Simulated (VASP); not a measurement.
A run of VASP 6.6.1 is set up as follows.

Contents of INCAR:

```
PREC = Accurate
ENCUT = 520
EDIFF = 1E-7
ISMEAR = 0
SIGMA = 0.1
LREAL = False
LASPH = True
NELM = 100
ALGO = Normal
ISIF = 2
LWAVE = False
LCHARG = False
GGA = PE
NBANDS = 16
```

KPOINTS

```
Automatic mesh
0
Gamma
  6 6 6
```

POSCAR

```
GaAs
1.0
    2.9329561479      0.0000000000      0.0000000000
   -1.4664780739      2.5400145323      0.0000000000
    0.0000000000      0.0000000000      5.2502258283
Ga As
1 1
Direct
    0.0000000000      0.0000000000      0.8803089510
    0.0000000000      0.0000000000      0.3802941190
```

Potentials or basis: VASP PAW PBE potentials, release 64 (Ga_d, As).

The run is started by

```console
$ cat potpaw_PBE.64/Ga_d/POTCAR potpaw_PBE.64/As/POTCAR > POTCAR
$ mpirun -np 1 vasp_std > vasp.out
```

(1) Estimate the pressure.

(2) Predict the band gap on the k mesh.

Answers

(1) 0.2 GPa.

(2) zero (bands 9 and 10 overlap by 6.91 eV).

Caveat: the k points lie up to 0.41 Å⁻¹ apart, too coarse for converged energies and pressures of a metal.
